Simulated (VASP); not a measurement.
# CoSi2 (Immm) in VASP: a series of runs

CoSi2 is run at these levels: PBE; tasks: single point.

Everything below comes from runs of VASP 6.6.1. Logs are shortened: lines on timing, memory, paths and dates and some standing lists are left out, and cuts for length are marked.

### Step 1. The cell of the first run

Symmetry: Immm, No. 71, orthorhombic system. The conventional cell has a = 3.790 Å, b = 3.790 Å, c = 5.360 Å, α = 90.00°, β = 90.00°, γ = 90.00°. Within 3.0 Å of Co (site symmetry mmm) lie 8 Si at 2.25 to 2.39 Å. Within 3.0 Å of Si (site symmetry mm2) lie 4 Co at 2.25 to 2.39 Å and 6 Si at 2.43 to 2.93 Å.

### Step 2. Single point, PBE (atoms displaced along a vibrational mode)

Input file INCAR:

```
SYSTEM = CoSi2
PREC = Accurate
ENCUT = 520
EDIFF = 1E-6
ISMEAR = 0
SIGMA = 0.15
LREAL = .FALSE.
LASPH = .TRUE.
NELM = 100
ALGO = Normal
ISIF = 2
LWAVE = .FALSE.
LCHARG = .FALSE.
GGA = PE
NBANDS = 16
```

Input file KPOINTS:

```
regular mesh
0
G
  12 12 12
  0 0 0
```

Input file POSCAR:

```
CoSi2
1.0
    0.0000000000      2.6801763726      2.6801763726
    2.6801763726      0.0000000000      2.6801763726
    2.6801763726      2.6801763726      0.0000000000
Co Si
1 2
Direct
    0.0000000000      0.0000000000      0.0000000000
    0.2729462511      0.2270537489      0.2270537489
    0.7270537489      0.7729462511      0.7729462511
```

Potentials or basis: VASP PAW PBE potentials, release 64 (Co, Si).

Started as:

```
cat potpaw_PBE.64/Co/POTCAR potpaw_PBE.64/Si/POTCAR > POTCAR
mpirun -np 1 vasp_std > vasp.out
```

OUTCAR:

```text
SYSTEM = CoSi2
   PREC = Accurate
   ENCUT = 520
   EDIFF = 1E-6
   ISMEAR = 0
   LREAL = .FALSE.
   LASPH = .TRUE.
   NELM = 100
   ISIF = 2
   GGA = PE

 ion  position               nearest neighbor table
   1  0.000  0.000  0.000-   3 2.25   2 2.25   3 2.25   2 2.25   3 2.39   2 2.39   2 2.39   3 2.39

   2  0.273  0.227  0.227-   1 2.25   1 2.25   1 2.39   1 2.39   3 2.43   3 2.69   3 2.69   3 2.69
                             3 2.69   3 2.93
   3  0.727  0.773  0.773-   1 2.25   1 2.25   1 2.39   1 2.39   2 2.43   2 2.69   2 2.69   2 2.69
                             2 2.69   2 2.93

  LATTYP: Found a face centered cubic cell.
 ALAT       =     5.3603527452

  Lattice vectors:

 A1 = (   0.0000000000,   2.6801763726,   2.6801763726)
 A2 = (   2.6801763726,   0.0000000000,   2.6801763726)
 A3 = (   2.6801763726,   2.6801763726,   0.0000000000)

Analysis of symmetry for initial positions (statically):
=====================================================================
 Subroutine PRICEL returns:
 Original cell was already a primitive cell.

 Routine SETGRP: Setting up the symmetry group for a
 face centered cubic supercell.

 Subroutine GETGRP returns: Found  8 space group operations
 (whereof  8 operations were pure point group operations)
 out of a pool of 48 trial point group operations.

The static configuration has the point symmetry D_2h.

Analysis of symmetry for dynamics (positions and initial velocities):
=====================================================================
 Subroutine PRICEL returns:
 Original cell was already a primitive cell.

 Routine SETGRP: Setting up the symmetry group for a
 face centered cubic supercell.

 Subroutine GETGRP returns: Found  8 space group operations
 (whereof  8 operations were pure point group operations)
 out of a pool of 48 trial point group operations.

The dynamic configuration has the point symmetry D_2h.

 Subroutine INISYM returns: Found  8 space group operations
 (whereof  8 operations are pure point group operations),
 and found     1 'primitive' translations

----------------------------------------------------------------------------------------

                                     Primitive cell

  volume of cell :      38.5053

  direct lattice vectors                    reciprocal lattice vectors
     0.000000000  2.680176373  2.680176373    -0.186554887  0.186554887  0.186554887
[... 82 lines left out ...]
   ISPIN  =      1    spin polarized calculation?
   LNONCOLLINEAR =      F non collinear calculations
   LSORBIT =      F    spin-orbit coupling
   LASPH  =      T    aspherical Exc in radial PAW
   ENCUT  =  520.0 eV  38.22 Ry    6.18 a.u.   7.05  7.05  7.05*2*pi/ulx,y,z
   NELM   =    100;   NELMIN=  2; NELMDL= -5     # of ELM steps
   EDIFF  = 0.1E-05   stopping-criterion for ELM
   LREAL  =      F    real-space projection
   EDIFFG = 0.1E-04   stopping-criterion for IOM
   NSW    =      0    number of steps for IOM
   IBRION =     -1    ionic relax: 0-MD 1-quasi-New 2-CG
   NFREE  =      0    steps in history (QN), initial steepest desc. (CG)
   ISIF   =      2    stress and relaxation
   ISYM   =      2    0-nonsym 1-usesym 2-fastsym
   POTIM  = 0.5000    time-step for ionic-motion
   TEBEG  =    0.0;   TEEND  =   0.0 temperature during run
   PSTRESS=    0.0 pullay stress
   NELECT =      17.0000    total number of electrons
   NUPDOWN=      -1.0000    fix difference up-down
   EMIN   =  10.00;   EMAX   =-10.00  energy-range for DOS
   EFERMI =   0.00;   METHOD = LEGACY
   ISMEAR =     0;   SIGMA  =   0.15  broadening in eV -4-tet -1-fermi 0-gaus
   EFERMI_NEDOS =   21; number of points for ismear=-14 and -15
   IALGO  =     38    algorithm
   IMIX   =      4    mixing-type and parameters
     AMIX     =   0.40;   BMIX     =  1.00
     AMIX_MAG =   1.60;   BMIX_MAG =  1.00
  volume/ion in A,a.u.               =      12.84        86.62
  Fermi-wavevector in a.u.,A,eV,Ry     =   1.246573  2.355682 21.142700  1.553945
  Thomas-Fermi vector in A             =   2.380744
   LORBIT       =      0    0 simple, 1 ext, 2 COOP (PROOUT), +10 PAW based schemes
   GGA     = PE    functional components
   LHFCALC =     F    Hartree Fock is set to
   AEXX    =    0.0000 exact exchange contribution
   IVDW    =     0    specifies the selected vdW correction
   LEPSILON=     F    determine dielectric tensor
   LRPA    =     F    only Hartree local field effects (RPA)
 non-spin polarized calculation
 Gauss-broadening in eV      SIGMA  =   0.15
  energy-cutoff  :      520.00
  volume of cell :       38.51
 maximum number of plane-waves:      1056
   NGX = 15   NGY = 15   NGZ = 15

 number of electron      16.9999994 magnetization

 Free energy of the ion-electron system (eV)
  ---------------------------------------------------
  ext. energy  EPLUGINS =         0.00000000
  ---------------------------------------------------
  free energy    TOTEN  =       -19.12684671 eV

  energy without entropy =      -19.11536699  energy(sigma->0) =      -19.12110685

 E-fermi :  10.0948     XC(G=0): -11.7263

 val. band max:       10.0849542039   @ k =   0.3333   0.5000   0.2500
 cond. band min:      10.1014379641   @ k =  -0.3333  -0.1667  -0.4167
 fundamental gap:      0.0164837602
 Fermi energy:        10.0948018397

 k-point     1 :       0.0000    0.0000    0.0000
  band No.  band energies     occupation
      1      -3.0975      2.00000
      2       5.8391      2.00000
      3       5.8824      2.00000
      4       6.1724      2.00000
      5       8.1333      2.00000
      6       8.2325      2.00000
[... 433 lines left out ...]
      3       6.3623      2.00000
      4       6.5258      2.00000
      5       7.5808      2.00000
      6       8.1430      2.00000
[... 8 lines left out ...]
     15      18.6048      0.00000
     16      18.9921      0.00000

 [... further k-points ...]
[... 5 lines left out ...]
  --------------------------------------------------------------------------------------
  -------------------------------------------------------------------------------------
  Total        1.0379845      0.2750264      0.2750264     -0.0000000      2.1554017      0.0000000
  in kB       43.1898144     11.4436570     11.4436570     -0.0000000     89.6847662      0.0000000
  external PRESSURE =      22.0257095 kB  Pullay stress =       0.0000000 kB

 VOLUME and BASIS-vectors are now :
 -----------------------------------------------------------------------------
  energy-cutoff  :      520.00
  volume of cell :       38.51
      direct lattice vectors                 reciprocal lattice vectors
     0.000000000  2.680176373  2.680176373    -0.186554887  0.186554887  0.186554887
     2.680176373  0.000000000  2.680176373     0.186554887 -0.186554887  0.186554887
     2.680176373  2.680176373  0.000000000     0.186554887  0.186554887 -0.186554887

 POSITION                                       TOTAL-FORCE (eV/Angst)
 -----------------------------------------------------------------------------------
      0.00000      0.00000      0.00000         0.000000      0.000000      0.000000
      1.21709      1.34009      1.34009         1.492355     -0.000000     -0.000000
      4.14326      4.02026      4.02026        -1.492355      0.000000      0.000000
 -----------------------------------------------------------------------------------
    total drift:                                0.000000     -0.000000     -0.000000

  FREE ENERGIE OF THE ION-ELECTRON SYSTEM (eV)
  ---------------------------------------------------
  free  energy   TOTEN  =       -19.1268467066 eV

  energy  without entropy=      -19.1153669892  energy(sigma->0) =      -19.12110685
```

stdout:

```text
POSCAR found type information on POSCAR CoSi
 POSCAR found :  2 types and       3 ions
 scaLAPACK will be used
 LDA part: xc-table for (Slater+PW92), standard interpolation
 POSCAR, INCAR and KPOINTS ok, starting setup
 FFT: planning ... GRIDC
 FFT: planning ... GRID_SOFT
 FFT: planning ... GRID
 WAVECAR not read
 entering main loop
```

Run time: 78 s. Hardware: 1 thread of Intel Xeon Platinum 8488C (Sapphire Rapids), shared host; peak memory 0.28 GiB.

Results:

```yaml
Free_energy: -19.1268 eV
Pressure: 2.2 GPa
Largest_force: 1.492 eV/Å
Band_gap_on_the_k_mesh: zero (an odd number of electrons rules out a gap without spin polarisation)
```

Forces in eV/Å, atoms in the order of the input:
```
Co   0.000  0.000  0.000
Si   1.492  0.000  0.000
Si  -1.492  0.000  0.000
```

Stress tensor (GPa, compression positive):
```
4.32 0.00 0.00
0.00 1.14 8.97
0.00 8.97 1.14
```

Levels at points of the mesh, in eV from the Fermi level:
```csv
k point,band 6,band 7,band 8,band 9,band 10,band 11,band 12,band 13
"(0.00, 0.00, 0.00)",-1.86,0.68,2.62,3.18,3.33,3.44,3.48,3.49
"(0.50, 0.00, 0.00)",-1.79,-1.64,-1.30,-0.18,2.86,3.10,3.86,4.30
"(0.00, 0.50, 0.00)",-1.70,-1.48,-0.83,0.34,2.31,2.92,3.65,4.23
"(0.50, 0.50, 0.00)",-2.43,-1.97,-1.67,-1.33,1.52,2.79,8.55,9.65
"(0.00, 0.50, 0.50)",-2.17,-1.90,-1.78,-1.39,1.48,2.90,8.62,9.36
```

Caveat: the cell differs from its parent crystal (atoms displaced along a vibrational mode); an odd number of electrons without spin polarisation forces a metal; a magnetic or distorted state may lie lower. Spin polarisation is off, so any magnetic state and its effect on volume and gap are missing.

### Step 3. Single point, PBE (atoms displaced along a vibrational mode)

Input file INCAR:

```
SYSTEM = CoSi2
PREC     = Accurate       ! precision mode
ENCUT    = 520            ! plane-wave cutoff, eV
EDIFF    = 1E-7           ! SCF threshold, eV
ISMEAR   = 0              ! smearing method
SIGMA    = 0.15           ! smearing width, eV
LREAL    = .False.        ! projectors in reciprocal space
LASPH    = .True.         ! aspherical terms in the spheres
NELM     = 60             ! most SCF steps
ALGO     = Normal         ! electronic algorithm
ISIF     = 2              ! what is computed and relaxed
LWAVE    = .False.        ! write WAVECAR
LCHARG   = .False.        ! write CHGCAR
GGA      = PE             ! functional
NBANDS   = 16             ! bands
```

Input file KPOINTS:

```
Automatic mesh
0
Gamma
  12 12 12
  0 0 0
```

Input file POSCAR:

```
CoSi2
1.0
    0.0000000000      2.6801763726      2.6801763726
    2.6801763726      0.0000000000      2.6801763726
    2.6801763726      2.6801763726      0.0000000000
Co Si
1 2
Direct
    0.0000000000      0.0000000000      0.0000000000
    0.2576487504      0.2423512496      0.2423512496
    0.7423512496      0.7576487504      0.7576487504
```

Potentials or basis: VASP PAW PBE potentials, release 64 (Co, Si).

Started as:

```
cat potpaw_PBE.64/Co/POTCAR potpaw_PBE.64/Si/POTCAR > POTCAR
mpirun -np 1 vasp_std > vasp.out
```

OUTCAR:

```text
SYSTEM = CoSi2
   PREC = Accurate
   ENCUT = 520
   EDIFF = 1E-7
   ISMEAR = 0
   LREAL = .False.
   LASPH = .True.
   NELM = 60
   ISIF = 2
   GGA = PE

 ion  position               nearest neighbor table
   1  0.000  0.000  0.000-   3 2.30   2 2.30   3 2.30   2 2.30   3 2.35   2 2.35   2 2.35   3 2.35

   2  0.258  0.242  0.242-   1 2.30   1 2.30   1 2.35   1 2.35   3 2.60   3 2.68   3 2.68   3 2.68
                             3 2.68   3 2.76
   3  0.742  0.758  0.758-   1 2.30   1 2.30   1 2.35   1 2.35   2 2.60   2 2.68   2 2.68   2 2.68
                             2 2.68   2 2.76

  LATTYP: Found a face centered cubic cell.
 ALAT       =     5.3603527452

  Lattice vectors:

 A1 = (   0.0000000000,   2.6801763726,   2.6801763726)
 A2 = (   2.6801763726,   0.0000000000,   2.6801763726)
 A3 = (   2.6801763726,   2.6801763726,   0.0000000000)

Analysis of symmetry for initial positions (statically):
=====================================================================
 Subroutine PRICEL returns:
 Original cell was already a primitive cell.

 Routine SETGRP: Setting up the symmetry group for a
 face centered cubic supercell.

[... 171 lines left out ...]
 cond. band min:      10.0518628536   @ k =   0.0833   0.4167   0.2500
 fundamental gap:      0.0090217707
 Fermi energy:        10.0507837428

 k-point     1 :       0.0000    0.0000    0.0000
  band No.  band energies     occupation
      1      -3.0516      2.00000
      2       5.9488      2.00000
      3       5.9752      2.00000
      4       6.0466      2.00000
      5       8.1579      2.00000
      6       8.1700      2.00000
[... 433 lines left out ...]
      3       6.3117      2.00000
      4       6.4287      2.00000
      5       7.6433      2.00000
      6       8.2369      2.00000
[... 8 lines left out ...]
     15      18.5999      0.00000
     16      19.0054      0.00000

 [... further k-points ...]

------------------------ aborting loop because EDIFF is reached ----------------------------------------

  FORCE on cell =-STRESS in cart. coord.  units (eV):
  Direction    XX          YY          ZZ          XY          YZ          ZX
  --------------------------------------------------------------------------------------
  -------------------------------------------------------------------------------------
  Total        0.0662839     -0.0152555     -0.0152555      0.0000000      0.7215611      0.0000000
  in kB        2.7580278     -0.6347702     -0.6347702      0.0000000     30.0236556      0.0000000
  external PRESSURE =       0.4961625 kB  Pullay stress =       0.0000000 kB

 VOLUME and BASIS-vectors are now :
 -----------------------------------------------------------------------------
  energy-cutoff  :      520.00
  volume of cell :       38.51
      direct lattice vectors                 reciprocal lattice vectors
     0.000000000  2.680176373  2.680176373    -0.186554887  0.186554887  0.186554887
     2.680176373  0.000000000  2.680176373     0.186554887 -0.186554887  0.186554887
     2.680176373  2.680176373  0.000000000     0.186554887  0.186554887 -0.186554887

 POSITION                                       TOTAL-FORCE (eV/Angst)
 -----------------------------------------------------------------------------------
      0.00000      0.00000      0.00000        -0.000000      0.000000     -0.000000
      1.29909      1.34009      1.34009         0.454832     -0.000000     -0.000000
      4.06126      4.02026      4.02026        -0.454832      0.000000      0.000000
 -----------------------------------------------------------------------------------
    total drift:                                0.000000      0.000000      0.000000

  FREE ENERGIE OF THE ION-ELECTRON SYSTEM (eV)
  ---------------------------------------------------
  free  energy   TOTEN  =       -19.2822539405 eV

  energy  without entropy=      -19.2709798627  energy(sigma->0) =      -19.27661690
```

Run time: 86 s. Hardware: 1 thread of Intel Xeon Platinum 8488C (Sapphire Rapids), shared host; peak memory 0.29 GiB.

What came out:

* Free energy: -19.2823 eV
* Pressure: 0.0 GPa
* Largest force: 0.455 eV/Å
* Band gap on the k mesh: zero (an odd number of electrons rules out a gap without spin polarisation)

Forces on the atoms (eV/Å):
```
Co   0.000  0.000  0.000
Si   0.455  0.000  0.000
Si  -0.455  0.000  0.000
```

Levels at points of the mesh, in eV from the Fermi level:
```tsv
k point	band 7	band 8	band 9	band 10	band 11	band 12
(0.00, 0.00, 0.00)	0.74	3.24	3.39	3.39	3.44	3.47
(0.50, 0.00, 0.00)	-1.60	-0.74	-0.36	2.77	3.32	3.57
(0.00, 0.50, 0.00)	-1.55	-0.57	-0.18	2.60	3.25	3.50
(0.50, 0.50, 0.00)	-1.94	-1.79	-1.32	1.57	2.92	8.56
(0.00, 0.50, 0.50)	-1.89	-1.87	-1.32	1.56	2.94	8.57
```

Caveat: the cell differs from its parent crystal (atoms displaced along a vibrational mode); an odd number of electrons without spin polarisation forces a metal; a magnetic or distorted state may lie lower.
